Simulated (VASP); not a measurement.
# HfN (F-43m) in VASP: notebook

The runs below take HfN through single point, with PBEsol-based screened hybrid, PBE0.

Everything below comes from runs of VASP 6.6.1. Logs are shortened: lines on timing, memory, paths and dates and some standing lists are left out, and cuts for length are marked.

**1. The cell of the first run**

The structure is cubic, space group F-43m (No. 216). The conventional cell has a = 4.866 Å, b = 4.866 Å, c = 4.866 Å, α = 90.00°, β = 90.00°, γ = 90.00°. Hf (site symmetry -43m) has 4 N at 2.11 Å within 2.8 Å. N (site symmetry -43m) has 4 Hf at 2.11 Å within 2.8 Å.

**2. Single point, PBEsol-based screened hybrid**

POSCAR reads:

```
HfN
1.0
    0.0000000000      2.4329761956      2.4329761956
    2.4329761956      0.0000000000      2.4329761956
    2.4329761956      2.4329761956      0.0000000000
Hf N
1 1
Direct
    0.0000000000      0.0000000000      0.0000000000
    0.2500000000      0.2500000000      0.2500000000
```

INCAR.step1 reads:

```
PREC = Accurate
ENCUT = 520
EDIFF = 1E-5
ISMEAR = -1
SIGMA = 0.05
LREAL = F
LASPH = T
NELM = 60
ALGO = Normal
ISIF = 2
LWAVE = T
GGA = PE
NBANDS = 14
```

INCAR.step2 reads:

```
PREC = Accurate
ENCUT = 520
EDIFF = 1E-6
ISMEAR = -1
SIGMA = 0.05
LREAL = F
LASPH = T
NELM = 60
ALGO = Normal
ISIF = 2
LWAVE = F
LCHARG = T
GGA = PS
LHFCALC = T
AEXX = 0.25
HFSCREEN = 0.207
PRECFOCK = Normal
LELF = T
LVHAR = T
ISTART = 1
NBANDS = 14
```

KPOINTS reads:

```
regular mesh
0
Gamma
  5 5 5
```

Potentials or basis: VASP PAW PBE potentials, release 64 (Hf_pv, N).

Launch:

```sh
$ cat potpaw_PBE.64/Hf_pv/POTCAR potpaw_PBE.64/N/POTCAR > POTCAR
$ cp INCAR.step1 INCAR
$ mpirun -np 1 vasp_std > vasp.out
$ cp INCAR.step2 INCAR
$ mpirun -np 1 vasp_std > vasp.out
```

OUTCAR:

```text
PREC = Accurate
   ENCUT = 520
   EDIFF = 1E-6
   ISMEAR = -1
   LREAL = F
   LASPH = T
   NELM = 60
   ISIF = 2
   GGA = PS
   LHFCALC = T
   AEXX = 0.25
   HFSCREEN = 0.207
   PRECFOCK = Normal
   ISTART = 1

 ion  position               nearest neighbor table
   1  0.000  0.000  0.000-   2 2.11   2 2.11   2 2.11   2 2.11
   2  0.250  0.250  0.250-   1 2.11   1 2.11   1 2.11   1 2.11

  LATTYP: Found a face centered cubic cell.
 ALAT       =     4.8659523912

  Lattice vectors:

 A1 = (   0.0000000000,   2.4329761956,   2.4329761956)
 A2 = (   2.4329761956,   0.0000000000,   2.4329761956)
 A3 = (   2.4329761956,   2.4329761956,   0.0000000000)

Analysis of symmetry for initial positions (statically):
=====================================================================
 Subroutine PRICEL returns:
 Original cell was already a primitive cell.

 Routine SETGRP: Setting up the symmetry group for a
 face centered cubic supercell.

 Subroutine GETGRP returns: Found 24 space group operations
 (whereof 24 operations were pure point group operations)
 out of a pool of 48 trial point group operations.

The static configuration has the point symmetry T_d .

Analysis of symmetry for dynamics (positions and initial velocities):
=====================================================================
 Subroutine PRICEL returns:
 Original cell was already a primitive cell.

 Routine SETGRP: Setting up the symmetry group for a
 face centered cubic supercell.

 Subroutine GETGRP returns: Found 24 space group operations
 (whereof 24 operations were pure point group operations)
 out of a pool of 48 trial point group operations.

The dynamic configuration has the point symmetry T_d .

 Subroutine INISYM returns: Found 24 space group operations
 (whereof 24 operations are pure point group operations),
 and found     1 'primitive' translations

----------------------------------------------------------------------------------------

                                     Primitive cell

  volume of cell :      28.8034

  direct lattice vectors                    reciprocal lattice vectors
     0.000000000  2.432976196  2.432976196    -0.205509614  0.205509614  0.205509614
     2.432976196  0.000000000  2.432976196     0.205509614 -0.205509614  0.205509614
     2.432976196  2.432976196  0.000000000     0.205509614  0.205509614 -0.205509614

  length of vectors
     3.440747933  3.440747933  3.440747933     0.355953094  0.355953094  0.355953094

  position of ions in fractional coordinates (direct lattice)
     0.000000000  0.000000000  0.000000000
     0.250000000  0.250000000  0.250000000

  ion indices of the primitive-cell ions
   primitive index   ion index
                 1           1
                 2           2

----------------------------------------------------------------------------------------

 KPOINTS: regular mesh

Automatic generation of k-mesh.
 Grid dimensions read from file:
 generate k-points for:    5    5    5

 Generating k-lattice:

  Cartesian coordinates                     Fractional coordinates (reciprocal lattice)
    -0.041101923  0.041101923  0.041101923     0.200000000  0.000000000  0.000000000
     0.041101923 -0.041101923  0.041101923     0.000000000  0.200000000  0.000000000
     0.041101923  0.041101923 -0.041101923     0.000000000  0.000000000  0.200000000

  Length of vectors
     0.071190619  0.071190619  0.071190619

  Shift w.r.t. Gamma in fractional coordinates (k-lattice)
     0.000000000  0.000000000  0.000000000

 Subroutine IBZKPT returns following result:
 ===========================================

 Found     10 irreducible k-points:

 Following reciprocal coordinates:
            Coordinates               Weight
  0.000000  0.000000  0.000000      1.000000
  0.200000  0.000000  0.000000      8.000000
  0.400000  0.000000  0.000000      8.000000
  0.200000  0.200000  0.000000      6.000000
  0.400000  0.200000  0.000000     24.000000
 -0.400000  0.200000  0.000000     24.000000
 -0.200000  0.200000  0.000000     12.000000
  0.400000  0.400000  0.000000      6.000000
 -0.400000  0.400000  0.000000     12.000000
 -0.400000  0.400000  0.200000     24.000000
   k-points           NKPTS =     10   k-points in BZ     NKDIM =    125   number of bands    NBANDS=     14
   number of dos      NEDOS =    301   number of ions     NIONS =      2
   total plane-waves  NPLWV =  21952
   dimension x,y,z NGX =    28 NGY =   28 NGZ =   28
   dimension x,y,z NGXF=    56 NGYF=   56 NGZF=   56
   ions per type =               1   1
   NGX,Y,Z   is equivalent  to a cutoff of  13.53, 13.53, 13.53 a.u.
   NGXF,Y,Z  is equivalent  to a cutoff of  27.06, 27.06, 27.06 a.u.
 SYSTEM =  unknown system
   PREC   = accura    normal or accurate (medium, high low for compatibility)
   ISTART =      1    job   : 0-new  1-cont  2-samecut
   ICHARG =      0    charge: 1-file 2-atom 10-const
   ISPIN  =      1    spin polarized calculation?
   LNONCOLLINEAR =      F non collinear calculations
   LSORBIT =      F    spin-orbit coupling
   LASPH  =      T    aspherical Exc in radial PAW
   ENCUT  =  520.0 eV  38.22 Ry    6.18 a.u.   6.40  6.40  6.40*2*pi/ulx,y,z
   NELM   =     60;   NELMIN=  2; NELMDL=  0     # of ELM steps
   EDIFF  = 0.1E-05   stopping-criterion for ELM
   LREAL  =      F    real-space projection
   EDIFFG = 0.1E-04   stopping-criterion for IOM
   NSW    =      0    number of steps for IOM
   IBRION =     -1    ionic relax: 0-MD 1-quasi-New 2-CG
   NFREE  =      0    steps in history (QN), initial steepest desc. (CG)
   ISIF   =      2    stress and relaxation
   ISYM   =      3    0-nonsym 1-usesym 2-fastsym
   POTIM  = 0.5000    time-step for ionic-motion
   TEBEG  =    0.0;   TEEND  =   0.0 temperature during run
   PSTRESS=    0.0 pullay stress
   NELECT =      15.0000    total number of electrons
   NUPDOWN=      -1.0000    fix difference up-down
   EMIN   =  10.00;   EMAX   =-10.00  energy-range for DOS
   EFERMI =   0.00;   METHOD = LEGACY
   ISMEAR =    -1;   SIGMA  =   0.05  broadening in eV -4-tet -1-fermi 0-gaus
   EFERMI_NEDOS =   21; number of points for ismear=-14 and -15
   IALGO  =     38    algorithm
   IMIX   =      1    mixing-type and parameters
     AMIX     =   0.40;   BMIX     =  1.00
     AMIX_MAG =   1.60;   BMIX_MAG =  1.00
  volume/ion in A,a.u.               =      14.40        97.19
  Fermi-wavevector in a.u.,A,eV,Ry     =   1.317116  2.488989 23.603317  1.734795
  Thomas-Fermi vector in A             =   2.447180
   LORBIT       =      0    0 simple, 1 ext, 2 COOP (PROOUT), +10 PAW based schemes
   GGA     = PS    functional components
   LHFCALC =     T    Hartree Fock is set to
   PRECFOCK=normal    Normal, Fast or Accurate (Low or Medium for compatibility)
   ENCUT4O =  -1.0   cutoff for four orbital integrals eV
   NKREDX  =     1    reduce k-point grid by
   NKREDY  =     1    reduce k-point grid by
   NKREDZ  =     1    reduce k-point grid by
   AEXX    =    0.2500 exact exchange contribution
   HFSCREEN=    0.2070 screening length (either q_TF or 0.3 A-1)
   HFSCREENC=   0.2070 screening length for correlation (either q_TF or 0.3 A-1)
   ENCUTFOCK=  -1.0 apply spherical cutoff to Coloumb kernel
   IVDW    =     0    specifies the selected vdW correction
   LEPSILON=     F    determine dielectric tensor
   LRPA    =     F    only Hartree local field effects (RPA)
 non-spin polarized calculation
  energy-cutoff  :      520.00
  volume of cell :       28.80
 maximum number of plane-waves:       794
 NGX is ok and might be reduce to    28
  NGX = 20; NGY = 20; NGZ = 20

 number of electron      15.0000002 magnetization

 Free energy of the ion-electron system (eV)
  ---------------------------------------------------
  ext. energy  EPLUGINS =         0.00000000
  ---------------------------------------------------
  free energy    TOTEN  =       -25.34747737 eV

  energy without entropy =      -25.32888702  energy(sigma->0) =      -25.33818220

 E-fermi :   6.0306     XC(G=0):  -9.4535

 val. band max:        5.9886110445   @ k =   0.4000   0.2000   0.0000
 cond. band min:       6.1330664632   @ k =  -0.4000   0.2000   0.0000
 fundamental gap:      0.1444554187
 Fermi energy:         6.0305748977

 k-point     1 :       0.0000    0.0000    0.0000
  band No.  band energies     occupation
      1     -27.5357      2.00000
      2     -27.5357      2.00000
      3     -27.5357      2.00000
      4     -12.6243      2.00000
      5      -0.7483      2.00000
      6      -0.7483      2.00000
      7      -0.7483      2.00000
      8       5.3763      2.00000
      9       8.7407      0.00000
     10       8.7407      0.00000
     11      13.3960      0.00000
     12      13.3960      0.00000
     13      13.3960      0.00000
     14      19.5140      0.00000

 k-point     2 :       0.2000    0.0000    0.0000
  band No.  band energies     occupation
      1     -27.7601      2.00000
      2     -27.5642      2.00000
      3     -27.5642      2.00000
      4     -12.1402      2.00000
      5      -1.3101      2.00000
      6      -0.4626      2.00000
      7      -0.4626      2.00000
      8       7.1751      0.00000
      9       8.2539      0.00000
     10       8.2539      0.00000
     11      12.5296      0.00000
     12      14.0175      0.00000
     13      14.0175      0.00000
     14      16.2949      0.00000

 k-point     3 :       0.4000    0.0000    0.0000
  band No.  band energies     occupation
      1     -28.1022      2.00000
      2     -27.6098      2.00000
      3     -27.6098      2.00000
      4     -11.4667      2.00000
      5      -1.1596      2.00000
      6      -0.1032      2.00000
      7      -0.1032      2.00000
      8       7.9940      0.00000
      9       8.8239      0.00000
     10       8.8239      0.00000
     11      11.0505      0.00000
     12      12.5553      0.00000
     13      12.5553      0.00000
     14      15.6034      0.00000

 k-point     4 :       0.2000    0.2000    0.0000
  band No.  band energies     occupation
      1     -27.7630      2.00000
      2     -27.6087      2.00000
      3     -27.6087      2.00000
      4     -11.9756      2.00000
      5      -1.7520      2.00000
      6      -0.1569      2.00000
      7      -0.1569      2.00000
      8       6.4136      0.00094
      9       8.0664      0.00000
     10       9.3375      0.00000
     11      13.4671      0.00000
     12      13.4671      0.00000
     13      13.5852      0.00000
     14      18.2259      0.00000

 k-point     5 :       0.4000    0.2000    0.0000
  band No.  band energies     occupation
      1     -28.0124      2.00000
      2     -27.6877      2.00000
      3     -27.6592      2.00000
      4     -11.3681      2.00000
      5      -1.6982      2.00000
      6       0.1397      2.00000
      7       0.3356      2.00000
      8       5.9886      1.39663
      9       8.7555      0.00000
     10       9.7560      0.00000
     11      12.3451      0.00000
     12      12.6114      0.00000
     13      13.8346      0.00000
     14      16.2385      0.00000

 k-point     6 :      -0.4000    0.2000    0.0000
  band No.  band energies     occupation
      1     -28.0903      2.00000
      2     -27.7659      2.00000
      3     -27.6463      2.00000
      4     -11.1671      2.00000
      5      -0.8178      2.00000
      6      -0.2888      2.00000
      7       0.3293      2.00000
      8       6.1331      0.22814
      9       8.5227      0.00000
     10       8.9825      0.00000
     11      12.5442      0.00000
     12      12.8756      0.00000
     13      13.2098      0.00000
     14      16.7907      0.00000

 k-point     7 :      -0.2000    0.2000    0.0000
  band No.  band energies     occupation
      1     -27.9301      2.00000
      2     -27.6995      2.00000
      3     -27.5878      2.00000
      4     -11.5950      2.00000
      5      -1.3676      2.00000
      6      -0.2486      2.00000
      7      -0.1160      2.00000
      8       7.4275      0.00000
      9       7.9646      0.00000
     10       8.9379      0.00000
     11      12.0059      0.00000
     12      13.4432      0.00000
     13      14.3507      0.00000
     14      15.8144      0.00000

 k-point     8 :       0.4000    0.4000    0.0000
  band No.  band energies     occupation
      1     -28.0989      2.00000
      2     -27.7255      2.00000
      3     -27.7255      2.00000
      4     -11.0679      2.00000
      5      -2.2962      2.00000
      6       1.0866      2.00000
      7       1.0866      2.00000
      8       4.5174      2.00000
      9       9.2170      0.00000
     10      10.5334      0.00000
     11      11.7007      0.00000
     12      11.7007      0.00000
     13      14.8353      0.00000
     14      19.5021      0.00000

 k-point     9 :      -0.4000    0.4000    0.0000
  band No.  band energies     occupation
      1     -28.0948      2.00000
      2     -27.8289      2.00000
      3     -27.7176      2.00000
      4     -10.9399      2.00000
      5      -1.7573      2.00000
      6       0.9214      2.00000
      7       1.0692      2.00000
      8       4.3624      2.00000
      9       8.4711      0.00000
     10       9.5246      0.00000
     11      12.2586      0.00000
     12      12.4527      0.00000
     13      16.9056      0.00000
     14      17.4391      0.00000

 k-point    10 :      -0.4000    0.4000    0.2000
  band No.  band energies     occupation
      1     -28.0464      2.00000
      2     -27.8339      2.00000
      3     -27.7111      2.00000
      4     -11.0114      2.00000
      5      -1.1967      2.00000
      6      -0.1260      2.00000
      7       1.0933      2.00000
      8       4.9131      2.00000
      9       7.8097      0.00000
     10      10.0567      0.00000
     11      12.2126      0.00000
     12      13.2336      0.00000
     13      15.1775      0.00000
     14      17.3584      0.00000

------------------------ aborting loop because EDIFF is reached ----------------------------------------

  FORCE on cell =-STRESS in cart. coord.  units (eV):
  Direction    XX          YY          ZZ          XY          YZ          ZX
  --------------------------------------------------------------------------------------
  -------------------------------------------------------------------------------------
  Total       -0.4777067     -0.4777067     -0.4777067      0.0000000      0.0000000      0.0000000
  in kB      -26.5722514    -26.5722514    -26.5722514      0.0000000      0.0000000      0.0000000
  external PRESSURE =     -26.5722514 kB  Pullay stress =       0.0000000 kB

 VOLUME and BASIS-vectors are now :
 -----------------------------------------------------------------------------
  energy-cutoff  :      520.00
  volume of cell :       28.80
      direct lattice vectors                 reciprocal lattice vectors
     0.000000000  2.432976196  2.432976196    -0.205509614  0.205509614  0.205509614
     2.432976196  0.000000000  2.432976196     0.205509614 -0.205509614  0.205509614
     2.432976196  2.432976196  0.000000000     0.205509614  0.205509614 -0.205509614

 POSITION                                       TOTAL-FORCE (eV/Angst)
 -----------------------------------------------------------------------------------
      0.00000      0.00000      0.00000         0.000000      0.000000      0.000000
      1.21649      1.21649      1.21649        -0.000000     -0.000000     -0.000000
 -----------------------------------------------------------------------------------
    total drift:                               -0.000000     -0.000000     -0.000000

  FREE ENERGIE OF THE ION-ELECTRON SYSTEM (eV)
  ---------------------------------------------------
  free  energy   TOTEN  =       -25.3474773747 eV

  energy  without entropy=      -25.3288870219  energy(sigma->0) =      -25.33818220
```

It took 5.3 min on 1 thread of Intel Xeon Platinum 8488C (Sapphire Rapids), shared host; peak memory 0.25 GiB.

What came out:

```yaml
Free_energy: -25.3475 eV
Pressure: -2.7 GPa
```

Caveat: the k points lie up to 0.45 Å⁻¹ apart; the PAW data sets were made with another functional, which shifts forces and pressure a little; spin-orbit coupling is left out, which moves the levels of the heavy elements.

**3. Single point, PBE0**

This run uses another cell than the first one, of 14.68 Å³/atom, 1.019 times its volume.

POSCAR reads:

```
HfN
1.0
    0.0000000000      2.4482956621      2.4482956621
    2.4482956621      0.0000000000      2.4482956621
    2.4482956621      2.4482956621      0.0000000000
Hf N
1 1
Direct
    0.0000000000      0.0000000000      0.0000000000
    0.2500000000      0.2500000000      0.2500000000
```

INCAR.step1 reads:

```
ALGO = Normal
EDIFF = 1E-5
ENCUT = 520
GGA = PE
ISIF = 2
ISMEAR = -1
LASPH = True
LCHARG = False
LREAL = False
LWAVE = True
NBANDS = 14
NELM = 80
PREC = Accurate
SIGMA = 0.05
```

INCAR.step2 reads:

```
AEXX = 0.25
ALGO = Normal
EDIFF = 1E-6
ENCUT = 520
GGA = PE
ISIF = 2
ISMEAR = -1
ISTART = 1
LASPH = True
LCHARG = False
LHFCALC = True
LREAL = False
LWAVE = False
NBANDS = 14
NELM = 80
PREC = Accurate
PRECFOCK = Normal
SIGMA = 0.05
```

KPOINTS reads:

```
k-points
0
Gamma
  5 5 5
```

Potentials or basis: VASP PAW PBE potentials, release 64 (Hf_pv, N).

Launch:

```sh
$ cat potpaw_PBE.64/Hf_pv/POTCAR potpaw_PBE.64/N/POTCAR > POTCAR
$ cp INCAR.step1 INCAR
$ mpirun -np 1 vasp_std > vasp.out
$ cp INCAR.step2 INCAR
$ mpirun -np 1 vasp_std > vasp.out
```

Wall time 5.2 min (1 thread of Intel Xeon Platinum 8488C (Sapphire Rapids), shared host); peak memory 0.17 GiB.

Results (log left out):

```
Free energy : -26.2153 eV
Pressure    : -2.9 GPa
```

Levels at points of the mesh, in eV from the Fermi level:
```
           k point  band 4  band 5  band 6  band 7  band 8  band 9  band 10  band 11
(0.00, 0.00, 0.00)  -18.92   -6.96   -6.96   -6.96   -0.84    3.23     3.23     7.77
```

Caveat: the k points lie up to 0.44 Å⁻¹ apart; the PAW data sets were made with another functional, which shifts forces and pressure a little; spin-orbit coupling is left out, which moves the levels of the heavy elements.
